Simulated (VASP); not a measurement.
A run of VASP 6.6.1:

File INCAR:

```
SYSTEM = Ta
ALGO = Normal
EDIFF = 1E-6
ENCUT = 500
GGA = PS
GGA_COMPAT = .FALSE.
ISIF = 2
ISMEAR = 1
LASPH = .TRUE.
LCHARG = .FALSE.
LREAL = .FALSE.
LWAVE = .FALSE.
NBANDS = 12
NELM = 120
PREC = Accurate
SIGMA = 0.05
```

The input KPOINTS:

```
k-points
0
G
  9 9 9
  0 0 0
```

POSCAR

```
Ta
1.0
    0.0000000000      2.0895336600      2.0895336600
    2.0895336600      0.0000000000      2.0895336600
    2.0895336600      2.0895336600      0.0000000000
Ta
1
Direct
    0.0000000000      0.0000000000      0.0000000000
```

Potentials or basis: VASP PAW PBE potentials, release 64 (Ta_pv).

The run is started by

```sh
$ cat potpaw_PBE.64/Ta_pv/POTCAR > POTCAR
$ mpirun -np 1 vasp_std > vasp.out
```

Hardware: 1 thread of AMD EPYC 7R13 Processor (Zen 3), on a shared host.

**Question.** How long does it take, and how much memory?

**Answer.** Wall time 6.3 s on 1 thread of AMD EPYC 7R13 Processor (Zen 3), on a shared host, peak memory 0.11 GiB. Counts: scf iterations 11, k points 35.
